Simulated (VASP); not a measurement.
# CSe2 (P1) in VASP: a series of runs, part 2 of 2

VASP 6.6.1. The steps go on from the part before.

## (3) Single point, PBE

Input file INCAR:

```
  PREC = Accurate
  ENCUT = 600
  EDIFF = 1E-6
  ISMEAR = -1
  SIGMA = 0.005
  LREAL = F
  LASPH = T
  NELM = 120
  ALGO = Normal
  ISIF = 2
  LWAVE = F
  LCHARG = T
  GGA = PE
  LELF = T
  LVHAR = T
  NBANDS = 25
  GGA_COMPAT = F
```

Input file KPOINTS:

```
regular mesh
0
Gamma
  4 4 2
```

Input file POSCAR:

```
CSe2
1.0
    3.5697670000     -2.9947800000      0.0000000000
    3.5697670000      2.9947800000      0.0000000000
    0.0000000000      0.0000000000      9.4626520000
Se C
4 2
Direct
    0.2168650000      0.7852020000      0.8852330000
    0.7928090000      0.2097190000      0.1174770000
    0.2985130000      0.7213870000      0.3765090000
    0.7152940000      0.2823980000      0.6191460000
    0.0018200000     -0.0153670000     -0.0006670000
    0.4967520000      0.5048400000      0.4934080000
```

Potentials or basis: VASP PAW PBE potentials, release 64 (Se, C).

Launch:

```
cat potpaw_PBE.64/Se/POTCAR potpaw_PBE.64/C/POTCAR > POTCAR
mpirun -np 1 vasp_std > vasp.out
```

OUTCAR:

```text
PREC = Accurate
   ENCUT = 600
   EDIFF = 1E-6
   ISMEAR = -1
   LREAL = F
   LASPH = T
   NELM = 120
   ISIF = 2
   GGA = PE

 ion  position               nearest neighbor table
   1  0.217  0.785  0.885-   5 1.65
   2  0.793  0.210  0.117-   5 1.72
   3  0.299  0.721  0.377-   6 1.66
   4  0.715  0.282  0.619-   6 1.78
   5  0.002  0.985  0.999-   1 1.65   2 1.72
   6  0.497  0.505  0.493-   3 1.66   4 1.78

  LATTYP: Found a base centered orthorhombic cell.
 ALAT       =     5.9895600000
 B/A-ratio  =     1.1919964071
 C/A-ratio  =     1.5798576189

  Lattice vectors:

 A1 = (  -3.5697670000,  -2.9947800000,   0.0000000000)
 A2 = (   3.5697670000,  -2.9947800000,   0.0000000000)
 A3 = (   0.0000000000,   0.0000000000,   9.4626520000)

Analysis of symmetry for initial positions (statically):
=====================================================================
 Subroutine PRICEL returns:
 Original cell was already a primitive cell.

 Routine SETGRP: Setting up the symmetry group for a
 base centered orthorhombic supercell.

 Subroutine GETGRP returns: Found  1 space group operations
 (whereof  1 operations were pure point group operations)
 out of a pool of  8 trial point group operations.

The static configuration has the point symmetry C_1 .

Analysis of symmetry for dynamics (positions and initial velocities):
=====================================================================
 Subroutine PRICEL returns:
 Original cell was already a primitive cell.

 Routine SETGRP: Setting up the symmetry group for a
 base centered orthorhombic supercell.
[... 121 lines left out ...]
   EMIN   =  10.00;   EMAX   =-10.00  energy-range for DOS
   EFERMI =   0.00;   METHOD = LEGACY
   ISMEAR =    -1;   SIGMA  =   0.01  broadening in eV -4-tet -1-fermi 0-gaus
   EFERMI_NEDOS =   21; number of points for ismear=-14 and -15
   IALGO  =     38    algorithm
   IMIX   =      4    mixing-type and parameters
     AMIX     =   0.40;   BMIX     =  1.00
     AMIX_MAG =   1.60;   BMIX_MAG =  1.00
  volume/ion in A,a.u.               =      33.72       227.56
  Fermi-wavevector in a.u.,A,eV,Ry     =   0.885338  1.673046 10.664556  0.783823
  Thomas-Fermi vector in A             =   2.006358
   LORBIT       =      0    0 simple, 1 ext, 2 COOP (PROOUT), +10 PAW based schemes
   GGA     = PE    functional components
   LHFCALC =     F    Hartree Fock is set to
   AEXX    =    0.0000 exact exchange contribution
   IVDW    =     0    specifies the selected vdW correction
   LEPSILON=     F    determine dielectric tensor
   LRPA    =     F    only Hartree local field effects (RPA)
 non-spin polarized calculation
  energy-cutoff  :      600.00
  volume of cell :      202.32
 maximum number of plane-waves:      6770
 NGX is ok and might be reduce to    40
   NGX = 19   NGY = 19   NGZ = 37

 number of electron      31.9999999 magnetization

 Free energy of the ion-electron system (eV)
  ---------------------------------------------------
  ext. energy  EPLUGINS =         0.00000000
  ---------------------------------------------------
  free energy    TOTEN  =       -28.28018453 eV

  energy without entropy =      -28.28018453  energy(sigma->0) =      -28.28018453

 E-fermi :  -0.7770     XC(G=0):  -7.0096

 val. band max:       -0.9293906632   @ k =   0.5000   0.5000   0.0000
 cond. band min:       1.4381278773   @ k =   0.0000   0.0000   0.0000
 fundamental gap:      2.3675185405
 Fermi energy:        -0.7769842172

 k-point     1 :       0.0000    0.0000    0.0000
  band No.  band energies     occupation
      1     -15.9496      2.00000
      2     -15.7023      2.00000
      3     -13.8765      2.00000
      4     -13.6025      2.00000
      5      -8.0793      2.00000
      6      -7.8057      2.00000
[... 549 lines left out ...]
     24       5.4848      0.00000
     25       7.2339      0.00000

------------------------ aborting loop because EDIFF is reached ----------------------------------------

  FORCE on cell =-STRESS in cart. coord.  units (eV):
  Direction    XX          YY          ZZ          XY          YZ          ZX
  --------------------------------------------------------------------------------------
  -------------------------------------------------------------------------------------
  Total        0.3993709      2.2018492      1.6524640     -0.0510704      2.5629892     -0.1182828
  in kB        3.1625639     17.4361463     13.0856391     -0.4044198     20.2959649     -0.9366654
  external PRESSURE =      11.2281164 kB  Pullay stress =       0.0000000 kB

 VOLUME and BASIS-vectors are now :
 -----------------------------------------------------------------------------
  energy-cutoff  :      600.00
  volume of cell :      202.32
      direct lattice vectors                 reciprocal lattice vectors
     3.569767000 -2.994780000  0.000000000     0.140065164 -0.166957172  0.000000000
     3.569767000  2.994780000  0.000000000     0.140065164  0.166957172  0.000000000
     0.000000000  0.000000000  9.462652000     0.000000000  0.000000000  0.105678619

 POSITION                                       TOTAL-FORCE (eV/Angst)
 -----------------------------------------------------------------------------------
      3.57715      1.70204      8.37665        -0.031813     -1.935196     -1.699522
      3.57879     -1.74623      1.11164        -0.115924     -0.047570      0.001477
      3.64081      1.26641      3.56277        -0.001317      1.119212     -1.005371
      3.56153     -1.29643      5.85876        -0.016517      1.457164     -1.302481
      3.52141      2.94331      9.45634         0.147945      1.987142      1.683984
      3.57545      0.02422      4.66895         0.017627     -2.580752      2.321914
 -----------------------------------------------------------------------------------
    total drift:                               -0.000030      0.000155     -0.000100

  FREE ENERGIE OF THE ION-ELECTRON SYSTEM (eV)
  ---------------------------------------------------
  free  energy   TOTEN  =       -28.2801845338 eV

  energy  without entropy=      -28.2801845338  energy(sigma->0) =      -28.28018453
```

Run time: 3.5 min. Hardware: 1 thread of Intel Xeon 8259CL, shared host; peak memory 0.38 GiB.

Results:

```
Free energy            : -28.2802 eV
Pressure               : 1.1 GPa
Largest force          : 3.472 eV/Å
Band gap on the k mesh : 2.37 eV (least direct gap 2.50 eV)
```

Forces in eV/Å, atoms in the order of the input:
```
Se  -0.032 -1.935 -1.700
Se  -0.116 -0.048  0.001
Se  -0.001  1.119 -1.005
Se  -0.017  1.457 -1.302
C    0.148  1.987  1.684
C    0.018 -2.581  2.322
```

Levels at points of the mesh, in eV from the valence-band top:
| k point | band 14 | band 15 | band 16 | band 17 | band 18 | band 19 |
| --- | --- | --- | --- | --- | --- | --- |
| (0.00, 0.00, 0.00) | -0.77 | -0.70 | -0.37 | 2.37 | 2.65 | 2.89 |
| (0.50, 0.00, 0.00) | -0.61 | -0.28 | -0.23 | 2.47 | 2.57 | 2.77 |
| (0.00, 0.50, 0.00) | -0.55 | -0.27 | -0.21 | 2.48 | 2.57 | 2.81 |
| (0.50, 0.50, 0.00) | -0.92 | -0.59 | 0.00 | 2.50 | 2.55 | 3.39 |
| (0.00, 0.00, 0.50) | -0.83 | -0.58 | -0.51 | 2.57 | 2.70 | 2.85 |
| (0.50, 0.00, 0.50) | -0.72 | -0.22 | -0.19 | 2.44 | 2.49 | 2.90 |
| (0.00, 0.50, 0.50) | -0.65 | -0.21 | -0.18 | 2.43 | 2.52 | 2.92 |
| (0.50, 0.50, 0.50) | -0.88 | -0.49 | -0.48 | 2.94 | 2.97 | 3.04 |

Caveat: this functional lacks dispersion, which holds the molecules together, so the pressure and a relaxed volume are unreliable; forces of over 1 eV/Å act on the atoms, so gaps and moduli don't describe the material at rest.
